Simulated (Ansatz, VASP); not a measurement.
One calculation of Al, two programs

The input POSCAR:

```
Al
1.0
    0.0000000000      2.0252200000      2.0252200000
    2.0252200000      0.0000000000      2.0252200000
    2.0252200000      2.0252200000      0.0000000000
Al
1
Direct
    0.0000000000      0.0000000000      0.0000000000
```

The input INCAR.step1:

```
PREC = Accurate
ENCUT = 550
ISMEAR = -1
SIGMA = 0.1
LREAL = False
LASPH = True
NELM = 120
NBANDS = 8
GGA = PE
ALGO = Normal
EDIFF = 1E-5
LWAVE = True
LCHARG = False
GGA_COMPAT = False
```

Contents of INCAR.step2:

```
PREC = Accurate
ENCUT = 550
EDIFF = 1E-6
ISMEAR = -1
SIGMA = 0.1
LREAL = False
LASPH = True
NELM = 120
ALGO = Normal
ISIF = 2
LWAVE = False
LCHARG = False
METAGGA = R2SCAN
LMIXTAU = True
NBANDS = 8
ISTART = 1
GGA_COMPAT = False
```

The input KPOINTS:

```
Automatic mesh
0
Gamma
  11 11 11
```

Input for Ansatz:

```yaml
crystal:
  lattice:
    - [0.0, 2.02522, 2.02522]
    - [2.02522, 0.0, 2.02522]
    - [2.02522, 2.02522, 0.0]
  atoms:
    - { symbol: Al, position: [0.0, 0.0, 0.0] }
hamiltonian:
  xc: r2scan
  pseudopotentials: { kind: paw }
basis:
  ecutwfc: 500
kpoints:
  mp_grid: { grid: [11, 11, 11] }
scf:
  occupations: { method: fermi_dirac, width: 0.1 }
  lower_state_search: "off"
  algorithm: density_mixing
  max_iter: 60
  mixing: { algorithm: anderson, ndim: 1, beta: 0.9, preconditioner: none }
output:
  forces: true
  stress: true
```

Alike in both runs: task single point; functional r2SCAN; k mesh 11 × 11 × 11; occupations fermi-dirac, width 0.1 eV; no spin polarisation.

```csv
,VASP,Ansatz
version,VASP 6.6.1,Ansatz 0.2.0
potentials or method,"VASP PAW PBE potentials, release 64 (Al), cutoff 550 eV","PAW, plane waves, scalar-relativistic"
valence electrons in the cell,3,3
```

|  | VASP | Ansatz | Ansatz less VASP |
| --- | --- | --- | --- |
| pressure (GPa) | -3.7 | -3.4 | +0.28 |

VASP's potentials were made for PBE, not for r2SCAN.
